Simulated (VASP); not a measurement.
A run of VASP 6.6.1:

File POSCAR:

```
TePb
1.0
    4.5439516052      0.0000000000      0.0000000000
   -2.2719758026      3.9351775237      0.0000000000
    0.0000000000      0.0000000000      7.9257635448
Pb Te
2 2
Direct
    0.0000000000      0.0000000000      0.0000000000
    0.0000000000      0.0000000000      0.5000000000
    0.3333333333      0.6666666667      0.2500000000
    0.6666666667      0.3333333333      0.7500000000
```

Contents of INCAR.step1:

```
ALGO = Normal ; EDIFF = 1E-4
ENCUT = 520 ; GGA = PE
ISMEAR = -1 ; LASPH = True
LCHARG = False ; LREAL = False
LWAVE = True ; NBANDS = 28
NELM = 80 ; PREC = Accurate
SIGMA = 0.02
```

Contents of INCAR.step2:

```
ALGO = Normal ; EDIFF = 1E-7
ENCUT = 520 ; ISIF = 2
ISMEAR = -1 ; ISTART = 1
LASPH = True ; LCHARG = False
LMIXTAU = True ; LREAL = False
LWAVE = False ; METAGGA = R2SCAN
NBANDS = 28 ; NELM = 80
PREC = Accurate ; SIGMA = 0.02
```

File KPOINTS:

```
k-points
0
Gamma
  6 6 4
```

Potentials or basis: VASP PAW PBE potentials, release 64 (Pb_d, Te).

Command:

```sh
$ cat potpaw_PBE.64/Pb_d/POTCAR potpaw_PBE.64/Te/POTCAR > POTCAR
$ cp INCAR.step1 INCAR
$ mpirun -np 1 vasp_std > vasp.out
$ cp INCAR.step2 INCAR
$ mpirun -np 1 vasp_std > vasp.out
```

Hardware: 1 thread of Intel Xeon 8259CL, on a shared host.

Problem. Estimate the wall time of this run.

Solution. Wall time 10 min on 1 thread of Intel Xeon 8259CL, with other jobs on the host, peak memory 0.33 GiB. Counts: k points 21.
